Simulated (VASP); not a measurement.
## Hf2S: single point with PBEsol

The system is Hf2S.

```
Hf S
1.0
     3.29633    0.00000    0.00000
    -1.64817    2.85471    0.00000
     0.00000    0.00000   11.79652
Hf S
4 2
Cartesian
  1.6482 0.9516 10.6085
  0.0000 1.9031 4.7103
  1.6482 0.9516 7.0863
  0.0000 1.9031 1.1880
  0.0000 0.0000 8.8474
  0.0000 0.0000 2.9491
```

This cell differs from its parent crystal: biaxial strain in the a-b plane: -1.5 %, then relaxed in part.

| Property | Result |
| --- | --- |
| Program | VASP 6.6.1 |
| Task | single point |
| Functional | PBEsol |
| Potentials or basis | VASP PAW PBE potentials, release 64 (Hf_pv, S) |
| Cutoff | 520 eV |
| k mesh | 12 × 12 × 4 |
| Occupations | gaussian, width 0.1 eV |
| Spin | no spin polarisation |
| Dipole correction | no |
| Further INCAR settings | ALGO = Normal; EDIFF = 1e-07; NBANDS = 35 |

```
Pressure               : 1.9 GPa
Largest force          : 0.010 eV/Å
Band gap on the k mesh : zero (band 26 reaches 7.16 eV, above the bottom of band 27 at 6.10 eV)
```

Forces in eV/Å, atoms in the order of the input:
```
Hf   0.000  0.000 -0.010
Hf   0.000  0.000 -0.010
Hf   0.000  0.000  0.010
Hf   0.000  0.000  0.010
S    0.000  0.000  0.000
S    0.000  0.000  0.000
```

Stress tensor (GPa, compression positive):
```
 3.06  0.00  0.00
 0.00  3.06  0.00
 0.00  0.00 -0.43
```

Levels at points of the mesh, in eV from the Fermi level:
```csv
k point,band 22,band 23,band 24,band 25,band 26,band 27,band 28,band 29,band 30,band 31
"(0.00, 0.00, 0.00)",-3.07,-1.62,-0.28,-0.10,0.57,0.57,0.63,0.63,0.96,0.96
"(0.50, 0.00, 0.00)",-2.54,-1.78,-1.43,-1.18,-0.71,-0.50,0.89,0.95,2.78,3.36
"(0.00, 0.00, 0.50)",-3.16,-1.24,-1.24,0.50,0.50,0.50,0.50,1.27,1.27,1.71
"(0.50, 0.00, 0.50)",-2.48,-1.84,-1.84,-0.92,-0.92,0.26,0.26,1.54,1.54,3.97
```

It took 2.8 min on 1 thread of AMD EPYC 9R45 96-Core Processor (Zen 5) (shared host), peak memory 0.32 GiB.

Caveat: the cell differs from its parent crystal (biaxial strain in the a-b plane: -1.5 %, then relaxed in part); the PAW data sets were made with another functional, which shifts forces and pressure a little; spin-orbit coupling is left out, which moves the levels of the heavy elements.
